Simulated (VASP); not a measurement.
# Zr2SeS2 (P6/mmm) in VASP: notebook

Runs on Zr2SeS2. Level: PBE. Tasks: single point, relaxation of cell and atoms.

Program: VASP 6.6.1. These are calculated values, not measurements. Logs are shortened: lines on timing, memory, paths and dates and some standing lists are left out, and cuts for length are marked.

## Step 1: The cell of the first run

Symmetry: P6/mmm, No. 191, hexagonal system. Conventional cell: a = 4.970 Å, b = 4.970 Å, c = 3.461 Å, α = 90.00°, β = 90.00°, γ = 120.00°. Zr (site symmetry -6m2) has 2 S at 1.73 Å within 2.3 Å. Se (site symmetry 6/mmm) has 6 S at 2.87 Å and 12 Zr at 3.35 Å and 2 Se at 3.46 Å within 3.8 Å. S (site symmetry -6m2) has 2 Zr at 1.73 Å within 2.3 Å.

The cell was built from a structure type or drawn by symmetry, and may not be a known phase.

## Step 2: Single point, PBE

File INCAR:

```
SYSTEM = Zr2SeS2
  PREC = Accurate
  ENCUT = 520
  EDIFF = 1E-7
  ISMEAR = 0
  SIGMA = 0.1
  LREAL = .FALSE.
  LASPH = .TRUE.
  NELM = 80
  ALGO = Normal
  ISIF = 2
  LWAVE = .FALSE.
  LCHARG = .FALSE.
  GGA = PE
  NBANDS = 29
```

File KPOINTS:

```
regular mesh
0
G
  6 6 6
  0 0 0
```

File POSCAR:

```
Zr2SeS2
1.0
    4.9702430300      0.0000000000      0.0000000000
   -2.4851215100      4.3043567300      0.0000000000
    0.0000000000      0.0000000000      3.4608553100
Zr Se S
2 1 2
Direct
    0.3333333300      0.6666666700      0.5000000000
    0.6666666700      0.3333333300      0.5000000000
    0.0000000000      0.0000000000      0.0000000000
    0.3333333300      0.6666666700      0.0000000000
    0.6666666700      0.3333333300      0.0000000000
```

Potentials or basis: VASP PAW PBE potentials, release 64 (Zr_sv, Se, S).

Started as:

```console
$ cat potpaw_PBE.64/Zr_sv/POTCAR potpaw_PBE.64/Se/POTCAR potpaw_PBE.64/S/POTCAR > POTCAR
$ mpirun -np 1 vasp_std > vasp.out
```

OUTCAR:

```text
SYSTEM = Zr2SeS2
   PREC = Accurate
   ENCUT = 520
   EDIFF = 1E-7
   ISMEAR = 0
   LREAL = .FALSE.
   LASPH = .TRUE.
   NELM = 80
   ISIF = 2
   GGA = PE

 ion  position               nearest neighbor table
   1  0.333  0.667  0.500-   4 1.73   4 1.73   2 2.87   2 2.87   2 2.87
   2  0.667  0.333  0.500-   5 1.73   5 1.73   1 2.87   1 2.87   1 2.87
   3  0.000  0.000  0.000-
   4  0.333  0.667  0.000-   1 1.73   1 1.73
   5  0.667  0.333  0.000-   2 1.73   2 1.73

  LATTYP: Found a hexagonal cell.
 ALAT       =     4.9702430300
 C/A-ratio  =     0.6963151076

  Lattice vectors:

 A1 = (   4.9702430300,   0.0000000000,   0.0000000000)
 A2 = (  -2.4851215100,   4.3043567300,   0.0000000000)
 A3 = (   0.0000000000,   0.0000000000,   3.4608553100)

Analysis of symmetry for initial positions (statically):
=====================================================================
 Subroutine PRICEL returns:
 Original cell was already a primitive cell.

 Routine SETGRP: Setting up the symmetry group for a
 hexagonal supercell.

 Subroutine GETGRP returns: Found 24 space group operations
 (whereof 24 operations were pure point group operations)
 out of a pool of 24 trial point group operations.

The static configuration has the point symmetry D_6h.

Analysis of symmetry for dynamics (positions and initial velocities):
=====================================================================
 Subroutine PRICEL returns:
 Original cell was already a primitive cell.

 Routine SETGRP: Setting up the symmetry group for a
 hexagonal supercell.

 Subroutine GETGRP returns: Found 24 space group operations
 (whereof 24 operations were pure point group operations)
 out of a pool of 24 trial point group operations.

The dynamic configuration has the point symmetry D_6h.

 Subroutine INISYM returns: Found 24 space group operations
 (whereof 24 operations are pure point group operations),
 and found     1 'primitive' translations

----------------------------------------------------------------------------------------

                                     Primitive cell

  volume of cell :      74.0405

[... 85 lines left out ...]
   PREC   = accura    normal or accurate (medium, high low for compatibility)
   ISTART =      0    job   : 0-new  1-cont  2-samecut
   ICHARG =      2    charge: 1-file 2-atom 10-const
   ISPIN  =      1    spin polarized calculation?
   LNONCOLLINEAR =      F non collinear calculations
   LSORBIT =      F    spin-orbit coupling
   LASPH  =      T    aspherical Exc in radial PAW
   ENCUT  =  520.0 eV  38.22 Ry    6.18 a.u.   9.24  9.24  6.43*2*pi/ulx,y,z
   NELM   =     80;   NELMIN=  2; NELMDL= -5     # of ELM steps
   EDIFF  = 0.1E-06   stopping-criterion for ELM
   LREAL  =      F    real-space projection
   EDIFFG = 0.1E-05   stopping-criterion for IOM
   NSW    =      0    number of steps for IOM
   IBRION =     -1    ionic relax: 0-MD 1-quasi-New 2-CG
   NFREE  =      0    steps in history (QN), initial steepest desc. (CG)
   ISIF   =      2    stress and relaxation
   ISYM   =      2    0-nonsym 1-usesym 2-fastsym
   POTIM  = 0.5000    time-step for ionic-motion
   TEBEG  =    0.0;   TEEND  =   0.0 temperature during run
   PSTRESS=    0.0 pullay stress
   NELECT =      42.0000    total number of electrons
   NUPDOWN=      -1.0000    fix difference up-down
   EMIN   =  10.00;   EMAX   =-10.00  energy-range for DOS
   EFERMI =   0.00;   METHOD = LEGACY
   ISMEAR =     0;   SIGMA  =   0.10  broadening in eV -4-tet -1-fermi 0-gaus
   EFERMI_NEDOS =   21; number of points for ismear=-14 and -15
   IALGO  =     38    algorithm
   IMIX   =      4    mixing-type and parameters
     AMIX     =   0.40;   BMIX     =  1.00
     AMIX_MAG =   1.60;   BMIX_MAG =  1.00
  volume/ion in A,a.u.               =      14.81        99.93
  Fermi-wavevector in a.u.,A,eV,Ry     =   1.355194  2.560945 24.987792  1.836551
  Thomas-Fermi vector in A             =   2.482302
   LORBIT       =      0    0 simple, 1 ext, 2 COOP (PROOUT), +10 PAW based schemes
   GGA     = PE    functional components
   LHFCALC =     F    Hartree Fock is set to
   AEXX    =    0.0000 exact exchange contribution
   IVDW    =     0    specifies the selected vdW correction
   LEPSILON=     F    determine dielectric tensor
   LRPA    =     F    only Hartree local field effects (RPA)
 non-spin polarized calculation
 Gauss-broadening in eV      SIGMA  =   0.10
  energy-cutoff  :      520.00
  volume of cell :       74.04
 maximum number of plane-waves:      2029
 NGX is ok and might be reduce to    40
   NGX = 19   NGY = 19   NGZ = 13

 number of electron      42.0000002 magnetization

 Free energy of the ion-electron system (eV)
  ---------------------------------------------------
  ext. energy  EPLUGINS =         0.00000000
  ---------------------------------------------------
  free energy    TOTEN  =        -0.76589219 eV

  energy without entropy =       -0.73953524  energy(sigma->0) =       -0.75271372

 E-fermi :  11.1823     XC(G=0): -11.9577

 val. band max:       11.1685200492   @ k =   0.3333   0.1667   0.5000
 cond. band min:      11.1933326103   @ k =   0.5000   0.0000   0.0000
 fundamental gap:      0.0248125611
 Fermi energy:        11.1823283543

 k-point     1 :       0.0000    0.0000    0.0000
  band No.  band energies     occupation
      1     -37.5724      2.00000
      2     -37.3263      2.00000
      3     -18.7086      2.00000
      4     -18.4886      2.00000
      5     -15.5741      2.00000
      6     -15.5741      2.00000
[... 757 lines left out ...]
     28      17.7421      0.00000
     29      18.7889      0.00000

 [... further k-points ...]
[... 5 lines left out ...]
  --------------------------------------------------------------------------------------
  -------------------------------------------------------------------------------------
  Total       13.5627850     13.5627850    167.0571350      0.0000000      0.0000000      0.0000000
  in kB      293.4878554    293.4878558   3614.9832276      0.0000003      0.0000000      0.0000000
  external PRESSURE =    1400.6529796 kB  Pullay stress =       0.0000000 kB

 VOLUME and BASIS-vectors are now :
 -----------------------------------------------------------------------------
  energy-cutoff  :      520.00
  volume of cell :       74.04
      direct lattice vectors                 reciprocal lattice vectors
     4.970243030  0.000000000  0.000000000     0.201197405  0.116161376  0.000000000
    -2.485121510  4.304356730  0.000000000     0.000000000  0.232322752  0.000000000
     0.000000000  0.000000000  3.460855310     0.000000000  0.000000000  0.288945914

 POSITION                                       TOTAL-FORCE (eV/Angst)
 -----------------------------------------------------------------------------------
     -0.00000      2.86957      1.73043        -0.000000      0.000000      0.000000
      2.48512      1.43479      1.73043         0.000000     -0.000000      0.000000
      0.00000      0.00000      0.00000         0.000000      0.000000      0.000000
     -0.00000      2.86957      0.00000         0.000000      0.000000      0.000000
      2.48512      1.43479      0.00000        -0.000000      0.000000      0.000000
 -----------------------------------------------------------------------------------
    total drift:                                0.000000     -0.000000     -0.000000

  FREE ENERGIE OF THE ION-ELECTRON SYSTEM (eV)
  ---------------------------------------------------
  free  energy   TOTEN  =        -0.7658921946 eV

  energy  without entropy=       -0.7395352396  energy(sigma->0) =       -0.75271372
```

OSZICAR:

```text
N       E                     dE             d eps       ncg     rms          rms(c)
DAV:   1     0.414473505646E+03    0.41447E+03   -0.22550E+04  1624   0.143E+03
DAV:   2     0.267366899179E+02   -0.38774E+03   -0.37701E+03  1984   0.389E+02
DAV:   3    -0.191295290448E+01   -0.28650E+02   -0.27965E+02  2750   0.862E+01
DAV:   4    -0.343674790792E+01   -0.15238E+01   -0.15146E+01  2181   0.172E+01
DAV:   5    -0.348238912690E+01   -0.45641E-01   -0.45629E-01  2363   0.254E+00    0.977E+01
DAV:   6    -0.715028669530E+00    0.27674E+01   -0.10443E+01  1927   0.142E+01    0.501E+01
DAV:   7    -0.840241604619E+00   -0.12521E+00   -0.21789E+00  2011   0.683E+00    0.988E+00
DAV:   8    -0.779528989021E+00    0.60713E-01   -0.10106E+00  2218   0.422E+00    0.442E+00
DAV:   9    -0.767455873117E+00    0.12073E-01   -0.79679E-02  1888   0.142E+00    0.842E-01
DAV:  10    -0.765877782165E+00    0.15781E-02   -0.72793E-03  1899   0.587E-01    0.408E-01
DAV:  11    -0.765903877278E+00   -0.26095E-04   -0.92768E-04  2027   0.215E-01    0.897E-02
DAV:  12    -0.765892528708E+00    0.11349E-04   -0.10034E-04  2160   0.518E-02    0.168E-02
DAV:  13    -0.765892651737E+00   -0.12303E-06   -0.64381E-06  2182   0.150E-02    0.966E-03
DAV:  14    -0.765892193116E+00    0.45862E-06   -0.85200E-07  1957   0.619E-03    0.158E-03
DAV:  15    -0.765892194582E+00   -0.14661E-08   -0.57460E-08  1137   0.145E-03
   1 F= -.76589219E+00 E0= -.75271372E+00  d E =-.263570E-01
```

Run time: 30 s. Hardware: 1 thread of Intel Xeon 6975P-C (Granite Rapids), shared host; peak memory 0.22 GiB.

Results:

```
Free energy            : -0.7659 eV
Pressure               : 140.1 GPa
Band gap on the k mesh : zero (bands 21 and 22 overlap by 1.72 eV)
```

Stress tensor (GPa, compression positive):
```
 29.35   0.00   0.00
  0.00  29.35   0.00
  0.00   0.00 361.50
```

Caveat: atoms lie so close that the PAW spheres overlap strongly, which falsifies energies and pressures; the cell stands under pressure.

## Step 3: Single point, PBE

This run uses another cell than the first one, of 25.60 Å³/atom.

File INCAR:

```
PREC = Accurate ; ENCUT = 520
EDIFF = 1E-7 ; ISMEAR = 0
SIGMA = 0.1 ; LREAL = False
LASPH = True ; NELM = 80
ALGO = Normal ; ISIF = 2
LWAVE = False ; LCHARG = True
GGA = PE ; LELF = True
LVHAR = True ; NBANDS = 29
```

File KPOINTS:

```
regular mesh
0
Gamma
  6 6 6
```

File POSCAR:

```
Zr2SeS2
1.0
    5.5206076136     -0.0000000032      0.0000000000
   -2.7603038040      4.7809864393      0.0000000000
    0.0000000000      0.0000000000      4.8492079918
Zr Se S
2 1 2
Direct
    0.3333333333      0.6666666667      0.5000000000
    0.6666666667      0.3333333333      0.5000000000
    0.0000000000      0.0000000000      0.0000000000
    0.3333333333      0.6666666667      0.0000000000
    0.6666666667      0.3333333333      0.0000000000
```

Potentials or basis: VASP PAW PBE potentials, release 64 (Zr_sv, Se, S).

Started as:

```console
$ cat potpaw_PBE.64/Zr_sv/POTCAR potpaw_PBE.64/Se/POTCAR potpaw_PBE.64/S/POTCAR > POTCAR
$ mpirun -np 1 vasp_std > vasp.out
```

Wall time 55 s (1 thread of Intel Xeon 6975P-C (Granite Rapids), shared host); peak memory 0.29 GiB.

The run converged. Its results:

| Quantity | Value |
| --- | --- |
| Free energy | -27.2357 eV |
| Pressure | 0.0 GPa |
| Band gap on the k mesh | zero (bands 21 and 22 overlap by 0.94 eV) |

Levels at points of the mesh, in eV from the Fermi level:
| k point | band 19 | band 20 | band 21 | band 22 | band 23 | band 24 |
| --- | --- | --- | --- | --- | --- | --- |
| (0.00, 0.00, 0.00) | -0.85 | -0.05 | -0.05 | 0.95 | 0.95 | 0.98 |
| (0.50, 0.00, 0.00) | -0.71 | -0.55 | -0.38 | -0.36 | 0.17 | 0.79 |
| (0.00, 0.00, 0.50) | 0.16 | 0.58 | 0.58 | 0.60 | 0.60 | 0.65 |
| (0.50, 0.00, 0.50) | -0.87 | -0.46 | -0.43 | -0.28 | -0.03 | 2.49 |

## Step 4: Relaxation of cell and atoms, PBE

File INCAR:

```
PREC = Accurate
ENCUT = 600
EDIFF = 1E-6
ISMEAR = 0
SIGMA = 0.1
LREAL = False
LASPH = True
NELM = 100
ALGO = Normal
ISIF = 3
LWAVE = False
LCHARG = False
GGA = PE
IBRION = 2
NSW = 90
EDIFFG = -0.04
```

KPOINTS is that of step 3.

File POSCAR:

```
Zr2SeS2
1.0
    4.9702430300      0.0000000000      0.0000000000
   -2.4851215100      4.3043567300      0.0000000000
    0.0000000000      0.0000000000      3.4608553100
Zr Se S
2 1 2
Direct
    0.3333333300      0.6666666700      0.5000000000
    0.6666666700      0.3333333300      0.5000000000
    0.0000000000      0.0000000000      0.0000000000
    0.3333333300      0.6666666700      0.0000000000
    0.6666666700      0.3333333300      0.0000000000
```

Started as:

```console
$ cat potpaw_PBE.64/Zr_sv/POTCAR potpaw_PBE.64/Se/POTCAR potpaw_PBE.64/S/POTCAR > POTCAR
$ mpirun -np 1 vasp_std > vasp.out
```

Wall time 5.6 min (1 thread of Intel Xeon 6975P-C (Granite Rapids), shared host); peak memory 0.24 GiB.

Results (log left out):

| Item | Value |
| --- | --- |
| Free energy | -27.2012 eV |
| Relaxed volume | 25.60 Å³/atom |
| Relaxed cell | a = 5.523 Å, b = 5.523 Å, c = 4.846 Å, α = 90.00°, β = 90.00°, γ = 120.00° |
| Space group after relaxing (to 0.1 Å) | P6/mmm (No. 191) |
| Energy gained by relaxing | 5286.2 meV/atom |
| Ionic steps | 13 |
| Pressure after relaxing | 0.0 GPa |
| Band gap on the k mesh | zero (bands 21 and 22 overlap by 0.94 eV) |

The path:
| step | energy change (eV) | largest force (eV/Å) | pressure (GPa) | volume (Å³) |
| --- | --- | --- | --- | --- |
| 1 | 0.0000 | 0.0000 | 140.07 | 74.04 |
| 2 | -2.6997 | 0.0000 | -32.23 | 247.30 |
| 3 | -23.2801 | 0.0000 | -9.61 | 145.85 |
| 4 | -24.2975 | 0.0000 | -8.24 | 137.00 |
| 5 | -25.6101 | 0.0000 | 15.08 | 104.08 |
| 6 | -25.9082 | 0.0000 | -2.58 | 120.29 |
| 7 | -26.1954 | 0.0000 | 3.76 | 112.09 |
| 8 | -26.1968 | 0.0000 | 2.97 | 112.90 |
| 9 | -26.3672 | 0.0000 | 0.80 | 119.72 |
| 10 | -26.4174 | 0.0000 | -1.36 | 131.16 |
| 11 | -26.4217 | 0.0000 | -1.04 | 128.94 |
| 12 | -26.4097 | 0.0000 | 1.64 | 126.65 |
| 13 | -26.4311 | 0.0000 | -0.02 | 128.02 |

Final structure:
```
Zr Se S
1.0
     5.52314    0.00000    0.00000
    -2.76157    4.78318    0.00000
     0.00000    0.00000    4.84583
Zr Se S
2 1 2
Direct
  0.33333 0.66667 0.50000
  0.66667 0.33333 0.50000
  0.00000 0.00000 0.00000
  0.33333 0.66667 0.00000
  0.66667 0.33333 0.00000
```

Levels at points of the mesh, in eV from the Fermi level:
| k point | band 19 | band 20 | band 21 | band 22 | band 23 | band 24 |
| --- | --- | --- | --- | --- | --- | --- |
| (0.00, 0.00, 0.00) | -0.85 | -0.05 | -0.05 | 0.95 | 0.95 | 0.98 |
| (0.50, 0.00, 0.00) | -0.71 | -0.55 | -0.38 | -0.36 | 0.17 | 0.79 |
| (0.00, 0.00, 0.50) | 0.16 | 0.58 | 0.58 | 0.60 | 0.60 | 0.64 |
| (0.50, 0.00, 0.50) | -0.87 | -0.46 | -0.43 | -0.28 | -0.03 | 2.58 |

Caveat: the volume moved by over 15 % at a fixed basis, so the end points are rough.

## Step 5: Single point, PBE, collinear spin

This run uses another cell than the first one, of 25.60 Å³/atom.

File INCAR:

```
PREC     = Accurate       # precision mode
ENCUT    = 520            # plane-wave cutoff, eV
EDIFF    = 1E-6           # SCF threshold, eV
ISMEAR   = 0              # smearing method
SIGMA    = 0.1            # smearing width, eV
LREAL    = F              # projectors in reciprocal space
LASPH    = T              # aspherical terms in the spheres
NELM     = 150            # most SCF steps
ALGO     = Normal         # electronic algorithm
ISIF     = 2              # what is computed and relaxed
LWAVE    = F              # write WAVECAR
LCHARG   = F              # write CHGCAR
ISPIN    = 2              # spin polarisation
MAGMOM   = 1 1 0 0 0      # initial moments
LORBIT   = 11             # projections on sites
LMAXMIX  = 4              # l up to which the mixer works
GGA      = PE             # functional
NBANDS   = 33             # bands
```

File KPOINTS:

```
regular mesh
0
Gamma
  6 6 4
```

File POSCAR:

```
Zr2SeS2
1.0
    5.5206076136      0.0000000000      0.0000000000
   -2.7603038068      4.7809864377      0.0000000000
    0.0000000000      0.0000000000      4.8492079918
Zr Se S
2 1 2
Direct
    0.3333333333      0.6666666667      0.5000000000
    0.6666666667      0.3333333333      0.5000000000
    0.0000000000      0.0000000000      0.0000000000
    0.3333333333      0.6666666667      0.0000000000
    0.6666666667      0.3333333333      0.0000000000
```

Started as:

```console
$ cat potpaw_PBE.64/Zr_sv/POTCAR potpaw_PBE.64/Se/POTCAR potpaw_PBE.64/S/POTCAR > POTCAR
$ mpirun -np 1 vasp_std > vasp.out
```

Wall time 95 s (1 thread of Intel Xeon 6975P-C (Granite Rapids), shared host); peak memory 0.36 GiB.

It converged, with:

```
Free energy                                           : -27.3977 eV
Pressure                                              : 0.6 GPa
Net moment                                            : 3.33 μB per cell
Site moments                                          : Zr +0.82; Se +0.36; S +0.02 μB
Valence electrons inside the program's atomic spheres : Zr 9.79; Se 3.59; S 3.72
```

Stress tensor (GPa, compression positive):
```
 1.14  0.00  0.00
 0.00  1.14  0.00
 0.00  0.00 -0.41
```

Levels at points of the mesh, in eV from the Fermi level:
Spin up:
```csv
k point,band 20,band 21,band 22,band 23,band 24,band 25,band 26,band 27
"(0.00, 0.00, 0.00)",-0.47,-0.47,0.24,0.24,0.65,0.65,1.18,1.18
"(0.50, 0.00, 0.00)",-0.83,-0.77,-0.73,-0.22,0.39,0.63,0.87,1.10
"(0.00, 0.00, 0.50)",-0.14,-0.14,0.06,0.06,0.44,0.44,2.33,2.33
"(0.50, 0.00, 0.50)",-1.14,-0.73,-0.67,-0.53,2.08,2.14,2.21,2.27
```
Spin down:
| k point | band 16 | band 17 | band 18 | band 19 | band 20 | band 21 | band 22 | band 23 |
| --- | --- | --- | --- | --- | --- | --- | --- | --- |
| (0.00, 0.00, 0.00) | -3.24 | -1.69 | -1.31 | -0.79 | 0.23 | 0.23 | 1.14 | 1.14 |
| (0.50, 0.00, 0.00) | -2.46 | -1.39 | -0.77 | -0.34 | -0.20 | -0.09 | -0.04 | 0.71 |
| (0.00, 0.00, 0.50) | -3.36 | -3.36 | -2.70 | 0.60 | 0.86 | 0.86 | 0.90 | 0.90 |
| (0.50, 0.00, 0.50) | -2.64 | -2.54 | -1.41 | -0.30 | -0.23 | 0.00 | 0.18 | 0.55 |

## Step 6: The runs side by side

| task | spin | cell | k mesh | cutoff (eV) | gap on the mesh (eV) | pressure (GPa) |
| --- | --- | --- | --- | --- | --- | --- |
| single point | off | a = 4.970, b = 4.970, c = 3.461 Å, angles 90.0, 90.0, 120.0°, 5 atoms | 6 × 6 × 6 | 520 | none | 140.1 |
| single point | off | a = 5.521, b = 5.521, c = 4.849 Å, angles 90.0, 90.0, 120.0°, 5 atoms | 6 × 6 × 6 | 520 | none | 0.0 |
| relaxation of cell and atoms | off | relaxed from a = 4.970, b = 4.970, c = 3.461 Å, angles 90.0, 90.0, 120.0°, 5 atoms | 6 × 6 × 6 | 600 | none | 0.0 |
| single point | collinear | a = 5.521, b = 5.521, c = 4.849 Å, angles 90.0, 90.0, 120.0°, 5 atoms | 6 × 6 × 4 | 520 | none | 0.6 |

Alike in all rows: level PBE; potentials or basis VASP PAW PBE potentials, release 64 (Zr_sv, Se, S); smearing gaussian 0.1 eV.

Caveats: atoms lie so close that the PAW spheres overlap strongly, which falsifies energies and pressures (at least some runs); the cell stands under pressure (at least some runs); the volume moved by over 15 % at a fixed basis, so the end points are rough (at least some runs).

Absolute energies hang on the potentials; compare differences alone.
